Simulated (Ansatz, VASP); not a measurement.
**Zn in VASP and in Ansatz**

INCAR

```
PREC = Accurate ; ENCUT = 600
EDIFF = 1E-7 ; ISMEAR = -1
SIGMA = 0.05 ; LREAL = F
LASPH = T ; NELM = 100
ALGO = Normal ; ISIF = 3
LWAVE = F ; LCHARG = F
GGA = PS ; IBRION = 2
NSW = 80 ; EDIFFG = -0.02
```

The input KPOINTS:

```
Automatic mesh
0
Gamma
  11 11 6
```

Contents of POSCAR:

```
Zn
1.0
    2.6700000000      0.0000000000      0.0000000000
   -1.3350000000      2.3122878281      0.0000000000
    0.0000000000      0.0000000000      4.9660000000
Zn
2
Direct
    0.6666666667      0.3333333333      0.7500000000
    0.3333333333      0.6666666667      0.2500000000
```

Contents of input.yaml:

```yaml
crystal:
  lattice:
    - [2.67, 0.0, 0.0]
    - [-1.335, 2.3122878281, 0.0]
    - [0.0, 0.0, 4.966]
  atoms:
    - { symbol: Zn, position: [0.6666666667, 0.3333333333, 0.75] }
    - { symbol: Zn, position: [0.3333333333, 0.6666666667, 0.25] }
kpoints:
  mp_grid: { grid: [11, 11, 6] }
scf:
  occupations: { method: fermi_dirac, width: 0.05 }
hamiltonian:
  xc: pbesol
  pseudopotentials: { kind: all_electron, lapw: { basis_error: 0.001 } }
output:
  forces: true
  stress: true
relax:
  f_tol: 0.02
  max_steps: 60
  cell: {}
```

Alike in both runs: task relaxation of cell and atoms; functional PBEsol; k mesh 11 × 11 × 6; occupations fermi-dirac, width 0.05 eV; no spin polarisation.

|  | VASP | Ansatz |
| --- | --- | --- |
| version | VASP 6.6.1 | Ansatz 0.2.0 |
| potentials or method | VASP PAW PBE potentials, release 64 (Zn), cutoff 600 eV | all-electron LAPW, scalar-relativistic |

```tsv
	VASP	Ansatz	Ansatz less VASP
relaxed volume (Å³/atom)	14.08	14.03	-0.043
relaxed cell length with the largest relative difference (Å)	2.647	2.641	-0.0062
```

VASP's potentials were made for PBE, not for PBEsol. Ansatz ran all-electron here, and VASP with PAW potentials.
